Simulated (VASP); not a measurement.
Input of a VASP 6.6.1 run:

INCAR

```
PREC = Accurate
ENCUT = 520
EDIFF = 1E-6
ISMEAR = -1
SIGMA = 0.02
LREAL = False
LASPH = True
NELM = 100
ALGO = Normal
ISIF = 2
LWAVE = False
LCHARG = False
GGA = PE
NBANDS = 21
```

Contents of KPOINTS:

```
Automatic mesh
0
Gamma
  6 6 4
```

File POSCAR:

```
CdP2C
1.0
    3.3463201212      0.0000000000      0.0000000000
    0.0000000000      3.3463201212      0.0000000000
    0.0000000000      0.0000000000      6.2437389003
Cd P C
1 2 1
Direct
    0.0000000000      0.0000000000      0.0000000000
    0.0000000000      0.5000000000      0.3295789830
    0.5000000000      0.0000000000      0.6704210170
    0.5000000000      0.5000000000      0.5000000000
```

Potentials or basis: VASP PAW PBE potentials, release 64 (Cd, P, C).

Launch:

```sh
$ cat potpaw_PBE.64/Cd/POTCAR potpaw_PBE.64/P/POTCAR potpaw_PBE.64/C/POTCAR > POTCAR
$ mpirun -np 1 vasp_std > vasp.out
```

(1) What does it give for the band gap on the k mesh?

(2) Estimate the pressure.

Results:

(1) zero (band 13 reaches 5.79 eV, above the bottom of band 14 at 5.40 eV).

(2) -4.3 GPa.
